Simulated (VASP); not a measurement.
# BeAl3 (I4/mmm) in VASP: further runs, part 2 of 2

VASP 6.6.1. The steps go on from the part before.

## (4) Single point, PBEsol

Input file INCAR:

```
SYSTEM = BeAl3
  ALGO = Normal
  EDIFF = 1E-7
  ENCUT = 520
  GGA = PS
  ISIF = 2
  ISMEAR = -1
  LASPH = .TRUE.
  LCHARG = .FALSE.
  LREAL = .FALSE.
  LWAVE = .FALSE.
  NBANDS = 14
  NELM = 100
  PREC = Accurate
  SIGMA = 0.05
```

Input file KPOINTS:

```
k-points
0
G
  6 6 6
  0 0 0
```

Input file POSCAR:

```
BeAl3
1.0
   -1.9421910000      1.9421910000      3.8518930000
    1.9421910000     -1.9421910000      3.8518930000
    1.9421910000      1.9421910000     -3.8518930000
Al Be
3 1
Direct
    0.5000000000      0.5000000000      0.0000000000
    0.2500000000      0.7500000000      0.5000000000
    0.7500000000      0.2500000000      0.5000000000
    0.0000000000      0.0000000000      0.0000000000
```

Potentials or basis: VASP PAW PBE potentials, release 64 (Al, Be).

On the command line:

```sh
> cat potpaw_PBE.64/Al/POTCAR potpaw_PBE.64/Be/POTCAR > POTCAR
> mpirun -np 1 vasp_std > vasp.out
```

OUTCAR:

```text
SYSTEM = BeAl3
   EDIFF = 1E-7
   ENCUT = 520
   GGA = PS
   ISIF = 2
   ISMEAR = -1
   LASPH = .TRUE.
   LREAL = .FALSE.
   NELM = 100
   PREC = Accurate

 ion  position               nearest neighbor table
   1  0.500  0.500  0.000-   2 2.74   3 2.74   2 2.74   3 2.74   2 2.74   3 2.74   2 2.74   3 2.74
                             4 2.75   4 2.75   4 2.75   4 2.75
   2  0.250  0.750  0.500-   4 2.74   1 2.74   1 2.74   4 2.74   1 2.74   4 2.74   4 2.74   1 2.74
                             3 2.75   3 2.75   3 2.75   3 2.75
   3  0.750  0.250  0.500-   1 2.74   4 2.74   1 2.74   4 2.74   1 2.74   4 2.74   1 2.74   4 2.74
                             2 2.75   2 2.75   2 2.75   2 2.75
   4  0.000  0.000  0.000-   3 2.74   2 2.74   2 2.74   3 2.74   2 2.74   3 2.74   3 2.74   2 2.74
                             1 2.75   1 2.75   1 2.75   1 2.75

  LATTYP: Found a body centered tetragonal cell.
 ALAT       =     3.8843820000
 C/A-ratio  =     1.9832719851

  Lattice vectors:

 A1 = (  -1.9421910000,   1.9421910000,   3.8518930000)
 A2 = (   1.9421910000,  -1.9421910000,   3.8518930000)
 A3 = (   1.9421910000,   1.9421910000,  -3.8518930000)

Analysis of symmetry for initial positions (statically):
=====================================================================
 Subroutine PRICEL returns:
 Original cell was already a primitive cell.

 Routine SETGRP: Setting up the symmetry group for a
 body centered tetragonal supercell.

 Subroutine GETGRP returns: Found 16 space group operations
 (whereof 16 operations were pure point group operations)
 out of a pool of 16 trial point group operations.

The static configuration has the point symmetry D_4h.

Analysis of symmetry for dynamics (positions and initial velocities):
=====================================================================
 Subroutine PRICEL returns:
 Original cell was already a primitive cell.

 Routine SETGRP: Setting up the symmetry group for a
 body centered tetragonal supercell.

 Subroutine GETGRP returns: Found 16 space group operations
[... 133 lines left out ...]
   LHFCALC =     F    Hartree Fock is set to
   AEXX    =    0.0000 exact exchange contribution
   IVDW    =     0    specifies the selected vdW correction
   LEPSILON=     F    determine dielectric tensor
   LRPA    =     F    only Hartree local field effects (RPA)
 non-spin polarized calculation
  energy-cutoff  :      520.00
  volume of cell :       58.12
 maximum number of plane-waves:      1578
   NGX = 17   NGY = 17   NGZ = 17

 number of electron      11.0000000 magnetization

 Free energy of the ion-electron system (eV)
  ---------------------------------------------------
  ext. energy  EPLUGINS =         0.00000000
  ---------------------------------------------------
  free energy    TOTEN  =       -15.62591752 eV

  energy without entropy =      -15.60675625  energy(sigma->0) =      -15.61633689

 E-fermi :   7.6231     XC(G=0): -10.2724

 val. band max:        7.6207944541   @ k =   0.3333   0.1667   0.0000
 cond. band min:       7.6274155333   @ k =   0.5000   0.3333   0.0000
 fundamental gap:      0.0066210792
 Fermi energy:         7.6230604800

 k-point     1 :       0.0000    0.0000    0.0000
  band No.  band energies     occupation
      1      -3.4362      2.00000
      2       5.0967      2.00000
      3       7.1069      1.99993
      4       7.2234      1.99932
      5       7.2234      1.99932
      6       7.3155      1.99575
      7       7.3155      1.99575
      8       7.9466      0.00309
      9       8.7948      0.00000
     10       9.9756      0.00000
     11      10.5379      0.00000
     12      13.8597      0.00000
     13      13.8597      0.00000
     14      14.1178      0.00000
[... 377 lines left out ...]
      1      -2.5830      2.00000
      2       2.1525      2.00000
      3       3.5992      2.00000
      4       5.8006      2.00000
      5       7.3616      1.98933
      6       8.5834      0.00000
      7       9.8337      0.00000
      8      10.3683      0.00000
      9      11.4782      0.00000
     10      11.8115      0.00000
     11      12.3294      0.00000
     12      13.3860      0.00000
     13      14.1655      0.00000
     14      16.2334      0.00000

 [... further k-points ...]
[... 5 lines left out ...]
  --------------------------------------------------------------------------------------
  -------------------------------------------------------------------------------------
  Total        0.1399130      0.1399130     -1.1218671      0.0000000     -0.0000000      0.0000000
  in kB        3.8570078      3.8570078    -30.9267225      0.0000000     -0.0000000      0.0000000
  external PRESSURE =      -7.7375690 kB  Pullay stress =       0.0000000 kB

 VOLUME and BASIS-vectors are now :
 -----------------------------------------------------------------------------
  energy-cutoff  :      520.00
  volume of cell :       58.12
      direct lattice vectors                 reciprocal lattice vectors
    -1.942191000  1.942191000  3.851893000     0.000000000  0.257441209  0.129806306
     1.942191000 -1.942191000  3.851893000     0.257441209  0.000000000  0.129806306
     1.942191000  1.942191000 -3.851893000     0.257441209  0.257441209  0.000000000

 POSITION                                       TOTAL-FORCE (eV/Angst)
 -----------------------------------------------------------------------------------
      0.00000      0.00000      3.85189        -0.000000      0.000000      0.000000
      1.94219      0.00000      1.92595         0.000000     -0.000000     -0.000000
      0.00000      1.94219      1.92595         0.000000      0.000000     -0.000000
      0.00000      0.00000      0.00000        -0.000000      0.000000      0.000000
 -----------------------------------------------------------------------------------
    total drift:                               -0.000000     -0.000000     -0.000000

  FREE ENERGIE OF THE ION-ELECTRON SYSTEM (eV)
  ---------------------------------------------------
  free  energy   TOTEN  =       -15.6259175242 eV

  energy  without entropy=      -15.6067562493  energy(sigma->0) =      -15.61633689
```

Run time: 51 s. Hardware: 1 thread of AMD EPYC 7R43 (Zen 3), shared host; peak memory 0.16 GiB.

Results:

| Property | Result |
| --- | --- |
| Free energy | -15.6259 eV |
| Pressure | -0.8 GPa |

Caveat: the k points lie up to 0.38 Å⁻¹ apart; the PAW data sets were made with another functional, which shifts forces and pressure a little.

## (5) Single point, RPBE

Input file INCAR:

```
SYSTEM = BeAl3
PREC = Accurate
ENCUT = 520
EDIFF = 1E-6
ISMEAR = -1
SIGMA = 0.05
LREAL = .False.
LASPH = .True.
NELM = 100
ALGO = Normal
ISIF = 2
LWAVE = .False.
LCHARG = .True.
GGA = RP
LELF = .True.
LVHAR = .True.
NBANDS = 14
```

Input file KPOINTS:

```
Automatic mesh
0
Gamma
  6 6 6
  0 0 0
```

POSCAR is that of step 4.

On the command line:

```sh
> cat potpaw_PBE.64/Al/POTCAR potpaw_PBE.64/Be/POTCAR > POTCAR
> mpirun -np 1 vasp_std > vasp.out
```

Wall time 42 s (1 thread of AMD EPYC 7R43 (Zen 3), shared host); peak memory 0.16 GiB.

It converged, with:

```
Free energy : -13.4053 eV
Pressure    : 2.1 GPa
```

Stress tensor (GPa, compression positive):
```
 3.25  0.00  0.00
 0.00  3.25  0.00
 0.00  0.00 -0.11
```

Levels at points of the mesh, in eV from the Fermi level:
```
           k point  band 2  band 3  band 4  band 5  band 6  band 7  band 8  band 9
(0.00, 0.00, 0.00)   -2.54   -0.50   -0.40   -0.40   -0.31   -0.31    0.32    1.17
(0.50, 0.00, 0.00)   -7.85   -3.52   -3.36    0.05    0.31    1.78    2.58    4.25
(0.50, 0.50, 0.00)   -6.33   -4.59   -4.29   -3.86   -3.12    1.65    2.35    3.68
(0.50, 0.50, 0.50)   -8.31   -2.65   -2.65   -0.69   -0.66    5.83    6.28    6.28
```

Caveat: the k points lie up to 0.38 Å⁻¹ apart; the PAW data sets were made with another functional, which shifts forces and pressure a little.

## (6) Overview

```csv
level,potentials or basis,gap on the mesh (eV),pressure (GPa)
LDA,"VASP PAW LDA potentials, release 64 (Al, Be)",none,-3.1
PBE,"VASP PAW PBE potentials, release 64 (Al, Be)",none,0.5
PBEsol,"VASP PAW PBE potentials, release 64 (Al, Be)",none,-0.8
RPBE,"VASP PAW PBE potentials, release 64 (Al, Be)",none,2.1
```

Alike in all rows: task single point; no spin polarisation; cell as given; k mesh 6 × 6 × 6; cutoff (eV) 520; smearing fermi-dirac 0.05 eV.

Caveats: all runs use coarse meshes; the PAW data sets were made with another functional, which shifts forces and pressure a little (some runs).

Total energies depend on the potentials used, so only differences within one code and one set of settings carry meaning.
